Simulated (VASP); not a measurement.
GaP: electric field gradients with LDA

Crystal: GaP.

```
Ga P
1.0
     0.00000    2.72525    2.69800
     2.72525    0.00000    2.69800
     2.72525    2.72525    0.00000
Ga P
1 1
Direct
  0.00000 0.00000 0.00000
  0.75000 0.75000 0.75000
```

This cell differs from its parent crystal: zz strain of -1 %.

| Property | Result |
| --- | --- |
| Program | VASP 6.6.1 |
| Task | electric field gradients |
| Functional | LDA |
| Potentials or basis | VASP PAW LDA potentials, release 64 (Ga_d, P) |
| Cutoff | 520 eV |
| k mesh | 10 × 10 × 10 |
| Occupations | fermi-dirac, width 0.05 eV |
| Spin | no spin polarisation |
| Dipole correction | no |
| Further INCAR settings | ALGO = Normal; EDIFF = 1e-08; NBANDS = 16 |

The pressure is -1.8 GPa and the band gap on the k mesh is 1.34 eV, indirect (least direct gap 1.68 eV).

Stress tensor (GPa, compression positive):
```
-2.10  0.00  0.00
 0.00 -2.10  0.00
 0.00  0.00 -1.33
```

Levels at points of the mesh, in eV from the valence-band top:
```
           k point  band 7  band 8  band 9  band 10  band 11  band 12
(0.00, 0.00, 0.00)   -0.06   -0.06    0.00     1.68     3.74     3.76
(0.50, 0.00, 0.00)   -6.80   -1.22   -1.14     1.51     4.55     4.63
(0.50, 0.50, 0.00)   -6.88   -2.83   -2.83     1.39     1.57    10.49
(0.50, 0.00, 0.50)   -6.95   -2.76   -2.75     1.46     1.67    10.49
```

Electric field gradients, principal values (V/Å²):
| atom | least | middle | greatest (by size) |
| --- | --- | --- | --- |
| 1 Ga | -0.882 | -0.884 | 1.766 |
| 2 P | 0.594 | 0.595 | -1.189 |

It took 58 s on 1 thread of Intel(R) Xeon(R) Platinum 8375C CPU @ 2.90GHz (Ice Lake), with other jobs on the host, peak memory 0.19 GiB.

Caveat: the cell differs from its parent crystal (zz strain of -1 %); without QUAD_EFG the Cq values of the log hold for a quadrupole moment of 1 mb, not for the nuclei. A k mesh can miss the band edges.
